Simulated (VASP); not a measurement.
Li2SnHgTe4, 8 atoms in the cell. It takes space group I-4 (No. 82, tetragonal). Conventional cell: a = 6.645 Å, b = 6.645 Å, c = 13.090 Å, α = 90.00°, β = 90.00°, γ = 90.00°. Within 3.8 Å of Li (site symmetry -4) lie 4 Te at 2.86 Å. Li (site symmetry -4) has 4 Te at 2.81 Å within 3.7 Å. Within 3.9 Å of Hg (site symmetry -4) lie 4 Te at 2.93 Å. Within 3.8 Å of Sn (site symmetry -4) lie 4 Te at 2.86 Å. Te (site symmetry 1) has 2 Li at 2.81 to 2.86 Å and 1 Sn at 2.86 Å and 1 Hg at 2.93 Å within 3.7 Å. 

```yaml
Program: VASP 6.6.1
Task: single point
Functional: PBE
Potentials_or_basis: VASP PAW PBE potentials, release 64 (Li_sv, Hg, Sn_d, Te)
Cutoff: 520 eV
k_mesh: 4 × 4 × 4
Occupations: gaussian, width 0.01 eV
Spin: no spin polarisation
Dipole_correction: no
Further_INCAR_settings: ALGO = Normal; EDIFF = 1e-06; NBANDS = 38
```

Potentials or basis: VASP PAW PBE potentials, release 64 (Li_sv, Hg, Sn_d, Te).

Command:

```bash
$ cat potpaw_PBE.64/Li_sv/POTCAR potpaw_PBE.64/Hg/POTCAR potpaw_PBE.64/Sn_d/POTCAR potpaw_PBE.64/Te/POTCAR > POTCAR
$ mpirun -np 1 vasp_std > vasp.out
```

Hardware: 1 thread of Intel(R) Xeon(R) Platinum 8488C (Sapphire Rapids), with other jobs on the host.

Problem. Estimate the wall time of this run.

Solution. Run time: 3.8 min on 1 thread of Intel(R) Xeon(R) Platinum 8488C (Sapphire Rapids) (shared host), peak memory 0.59 GiB. Counts: scf iterations 15, k points 14.
